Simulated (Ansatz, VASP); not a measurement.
Ni: VASP beside Ansatz

```
Ni
1.0
     0.00000    1.75931    1.75931
     1.75931    0.00000    1.75931
     1.75931    1.75931    0.00000
Ni
1
Direct
  0.00000 0.00000 0.00000
```

Alike in both runs: task single point; functional PBE; k mesh 22 × 22 × 22; occupations gaussian, width 0.05 eV; collinear spin.

```csv
,VASP,Ansatz
version,VASP 6.6.1,Ansatz 0.2.0
potentials or method,"VASP PAW PBE potentials, release 64 (Ni), cutoff 520 eV","scalar-relativistic, plane waves, PAW"
valence electrons in the cell,10,18
```

Ansatz gave:

* gap on the k mesh at the Fermi level (eV): none
* pressure (GPa): 0.0
* net moment per atom (μB): 0.65
* size of the moment on the site where the two differ most (μB): 0.69

Q: Estimate VASP's values.

A: gap on the k mesh at the Fermi level (eV): none; pressure (GPa): 0.0; net moment per atom (μB): 0.64; size of the moment on the site where the two differ most (μB): 0.66.

Site moments also hang on the region over which each program counts them. A gap of «none» marks a metal or a gap that the smearing closes. VASP's potentials hold 10 valence electrons a cell and Ansatz's 18, so a difference there can come from the potentials and not from the codes.
